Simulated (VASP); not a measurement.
ScB2P3:

```
Sc B P
1.0
     5.40000   -3.10000    0.00000
     5.40000    3.10000    0.00000
     0.00000    0.00000    5.35000
Sc B P
2 4 6
Direct
  0.16000 0.84000 0.50000
  0.84000 0.16000 0.00000
  0.50500 0.83500 0.00000
  0.16500 0.49500 0.00000
  0.83500 0.50500 0.50000
  0.49500 0.16500 0.50000
  0.88000 0.12000 0.44000
  0.47500 0.83500 0.38500
  0.16500 0.52500 0.38500
  0.12000 0.88000 0.94000
  0.83500 0.47500 0.88500
  0.52500 0.16500 0.88500
```

| Quantity | Value |
| --- | --- |
| Program | VASP 6.6.1 |
| Task | relaxation of cell and atoms |
| Functional | PBE |
| Potentials or basis | VASP PAW PBE potentials, release 64 (Sc_sv, B, P) |
| Cutoff | 600 eV |
| k mesh | 3 × 3 × 3 |
| Occupations | gaussian, width 0.2 eV |
| Spin | no spin polarisation |

At the start: pressure 32.8 GPa; volume 14.93 Å³/atom.

**Question.** Where does the relaxation end?

**Answer.** Over 34 steps the energy falls by 1966.3 meV/atom and the volume is 14.94 Å³/atom (+0.1 %); space group Cmc2_1 (No. 36, to 0.1 Å) before and after.

Step by step:
| step | energy change (eV) | largest force (eV/Å) | pressure (GPa) | volume (Å³) |
| --- | --- | --- | --- | --- |
| 1 | 0.0000 | 21.3636 | 32.79 | 179.12 |
| 2 | -11.6256 | 7.2613 | -8.07 | 267.89 |
| 3 | -16.8656 | 4.1501 | -3.87 | 217.27 |
| 4 | -16.9075 | 4.0813 | -3.52 | 215.91 |
| 5 | -16.9556 | 4.7841 | -1.90 | 210.70 |
| 6 | -21.5055 | 1.0058 | -10.60 | 211.56 |
| 7 | -21.7219 | 0.7320 | -11.58 | 211.61 |
| 8 | -22.7666 | 0.9845 | 4.75 | 177.72 |
| 9 | -22.8768 | 0.7359 | 0.02 | 184.79 |
| 10 | -23.0358 | 0.3932 | 0.85 | 183.08 |
| 11 | -23.0397 | 0.4107 | 1.07 | 182.75 |
| 12 | -23.1032 | 0.3917 | -0.20 | 184.68 |
| 13 | -23.1100 | 0.3910 | -0.73 | 185.55 |
| 14 | -23.1485 | 0.3211 | -0.09 | 184.69 |
| 15 | -23.1659 | 0.3216 | 0.78 | 183.61 |
| 16 | -23.1918 | 0.2851 | 0.60 | 183.88 |
| 17 | -23.2419 | 0.3293 | 0.05 | 184.69 |
| 18 | -23.2228 | 0.7159 | -1.04 | 186.30 |
| 19 | -23.2537 | 0.4207 | -0.36 | 185.29 |
| 20 | -23.2878 | 0.3971 | -0.52 | 185.27 |
| 21 | -23.3699 | 0.3830 | -1.11 | 185.22 |
| 22 | -23.3616 | 0.6031 | -2.58 | 185.11 |
| 23 | -23.4024 | 0.4345 | -1.69 | 185.17 |
| 24 | -23.4644 | 0.4090 | -0.84 | 183.00 |
| 25 | -23.4957 | 0.4409 | 0.35 | 180.12 |
| 26 | -23.5310 | 0.2947 | 0.25 | 179.67 |
| 27 | -23.5447 | 0.2654 | 0.20 | 179.14 |
| 28 | -23.5655 | 0.1934 | -0.06 | 179.33 |
| 29 | -23.5738 | 0.2291 | -0.33 | 179.55 |
| 30 | -23.5859 | 0.1167 | 0.06 | 178.91 |
| 31 | -23.5882 | 0.1075 | 0.33 | 178.48 |
| 32 | -23.5923 | 0.0940 | -0.04 | 179.14 |
| 33 | -23.5931 | 0.0858 | -0.29 | 179.59 |
| 34 | -23.5960 | 0.0603 | 0.04 | 179.28 |

Final structure:
```cif
data_structure
_symmetry_space_group_name_H-M 'P 1'
_symmetry_Int_Tables_number 1
_cell_length_a 6.2488
_cell_length_b 6.2488
_cell_length_c 5.3383
_cell_angle_alpha 90.000
_cell_angle_beta 90.000
_cell_angle_gamma 59.325
_cell_volume 179.28
loop_
_atom_site_label
_atom_site_type_symbol
_atom_site_fract_x
_atom_site_fract_y
_atom_site_fract_z
_atom_site_occupancy
Sc1 Sc 0.18294 0.81706 0.39672 1
Sc2 Sc 0.81706 0.18294 0.89672 1
B1 B 0.51334 0.83533 0.04221 1
B2 B 0.16467 0.48666 0.04221 1
B3 B 0.83533 0.51334 0.54221 1
B4 B 0.48666 0.16467 0.54221 1
P1 P 0.75782 0.24218 0.41576 1
P2 P 0.57705 0.83538 0.40655 1
P3 P 0.16462 0.42295 0.40655 1
P4 P 0.24218 0.75782 0.91576 1
P5 P 0.83538 0.57705 0.90655 1
P6 P 0.42295 0.16462 0.90655 1
```

Caveat: the relaxation stopped at a loose force limit of 0.08 eV/Å, so its end isn't a converged minimum.
